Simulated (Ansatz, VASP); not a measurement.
# KI in VASP and in Ansatz

INCAR

```
SYSTEM = KI
  PREC = Accurate
  ENCUT = 520
  EDIFF = 1E-7
  ISMEAR = 0
  SIGMA = 0.05
  LREAL = .FALSE.
  LASPH = .TRUE.
  NELM = 100
  ALGO = Normal
  ISIF = 2
  LWAVE = .FALSE.
  LCHARG = .TRUE.
  GGA = PS
  LELF = .TRUE.
  LVHAR = .TRUE.
  NBANDS = 15
```

The input KPOINTS:

```
regular mesh
0
G
  6 6 6
  0 0 0
```

The input POSCAR:

```
KI
1.0
    3.9479009272      0.0000000000      0.0000000000
    0.0000000000      3.9479009272      0.0000000000
    0.0000000000      0.0000000000      4.1195487936
K I
1 1
Direct
    0.0000000000      0.0000000000      0.0000000000
    0.5000000000      0.5000000000      0.5000000000
```

Input for Ansatz:

```yaml
crystal:
  lattice:
    - [3.9479009272, 0.0, 0.0]
    - [0.0, 3.9479009272, 0.0]
    - [0.0, 0.0, 4.1195487936]
  atoms:
    - { symbol: K, position: [0.0, 0.0, 0.0] }
    - { symbol: I, position: [0.5, 0.5, 0.5] }
basis:
  ecutwfc: 420
kpoints:
  mp_grid: { grid: [6, 6, 6] }
hamiltonian:
  xc: pbesol
scf:
  occupations: { method: gaussian, width: 0.05 }
output:
  forces: true
  stress: true
  eigenvalues: true
```

Change from the starting cell: strain -0.080 along x and y, -0.040 along z, atoms carried along.

Alike in both runs: task single point; functional PBEsol; k mesh 6 × 6 × 6; occupations gaussian, width 0.05 eV; no spin polarisation.

|  | VASP | Ansatz |
| --- | --- | --- |
| version | VASP 6.6.1 | Ansatz 0.2.0 |
| potentials or method | VASP PAW PBE potentials, release 64 (K_sv, I), cutoff 520 eV | scalar-relativistic, plane waves, PAW |
| valence electrons in the cell | 16 | 26 |

|  | VASP | Ansatz | Ansatz less VASP |
| --- | --- | --- | --- |
| gap on the k mesh at the Fermi level (eV) | 3.38 | 3.40 | +0.014 |
| least direct gap on the mesh (eV) | 3.38 | 3.40 | +0.014 |
| pressure (GPa) | 3.7 | 3.6 | -0.09 |
| traceless stress, the component that is largest in VASP (GPa) | -1.17 | -1.17 | -0.002 |

VASP's potentials were made for PBE, not for PBEsol. With one functional, cell and mesh, what is left measures potentials, basis and numerics. VASP's potentials hold 16 valence electrons a cell and Ansatz's 26, so a difference there can come from the potentials and not from the codes.

Neither program's run includes spin-orbit coupling.
